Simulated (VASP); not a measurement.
Crystal: Ag.

```
Ag
1.0
    -1.65565    1.65565    1.65565
     1.65565   -1.65565    1.65565
     1.65565    1.65565   -1.65565
Ag
1
Direct
  0.00000 0.00000 0.00000
```

```yaml
Program: VASP 6.6.1
Task: relaxation of cell and atoms
Functional: RPBE
Potentials_or_basis: VASP PAW PBE potentials, release 64 (Ag)
Cutoff: 600 eV
k_mesh: 11 × 11 × 11
Occupations: fermi-dirac, width 0.05 eV
Spin: no spin polarisation
```

At the start: pressure 2.9 GPa; volume 18.15 Å³/atom.

Q: How do energy, volume and symmetry change on relaxing?

A: Over 4 steps the energy falls by 5.5 meV/atom and the volume is 18.78 Å³/atom (+3.5 %); space group Im-3m (No. 229, to 0.05 Å).

The path:
| step | energy change (eV) | largest force (eV/Å) | pressure (GPa) | volume (Å³) |
| --- | --- | --- | --- | --- |
| 1 | 0.0000 | 0.0000 | 2.86 | 18.15 |
| 2 | -0.0050 | 0.0000 | -0.81 | 19.02 |
| 3 | -0.0055 | 0.0000 | -0.09 | 18.80 |
| 4 | -0.0055 | 0.0000 | 0.07 | 18.78 |

Final structure:
```
Ag
1.0
    -1.67448    1.67448    1.67448
     1.67448   -1.67448    1.67448
     1.67448    1.67448   -1.67448
Ag
1
Direct
  0.00000 0.00000 0.00000
```

Caveat: the PAW data sets were made with another functional, which shifts forces and pressure a little.
